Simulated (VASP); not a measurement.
Here is a VASP 6.6.1 calculation.

The input INCAR:

```
SYSTEM = Si
PREC     = Accurate       ! precision mode
ENCUT    = 520            ! plane-wave cutoff, eV
EDIFF    = 1E-6           ! SCF threshold, eV
ISMEAR   = 0              ! smearing method
SIGMA    = 0.15           ! smearing width, eV
LREAL    = .FALSE.        ! projectors in reciprocal space
LASPH    = .TRUE.         ! aspherical terms in the spheres
NELM     = 60             ! most SCF steps
ALGO     = Normal         ! electronic algorithm
ISIF     = 2              ! what is computed and relaxed
LWAVE    = .FALSE.        ! write WAVECAR
LCHARG   = .FALSE.        ! write CHGCAR
GGA      = CA             ! functional
NBANDS   = 8              ! bands
```

File KPOINTS:

```
regular mesh
0
G
  28 28 28
  0 0 0
```

Contents of POSCAR:

```
Si
1.0
   -1.6601978850      1.6601978850      1.3243844741
    1.6601978850     -1.6601978850      1.3243844741
    1.6601978850      1.6601978850     -1.3243844741
Si
1
Direct
    0.0000000000      0.0000000000      0.0000000000
```

Potentials or basis: VASP PAW LDA potentials, release 64 (Si).

Run with:

```sh
$ cat potpaw_LDA.64/Si/POTCAR > POTCAR
$ mpirun -np 1 vasp_std > vasp.out
```

Q: What does it give for the band gap on the k mesh?

A: Zero (band 2 reaches 19.32 eV, above the bottom of band 3 at 6.47 eV).

Q: Predict the pressure.

A: -3.9 GPa.

Caveat: the cell differs from its parent crystal (strain +0.015 along x and y, +0.015 along z).
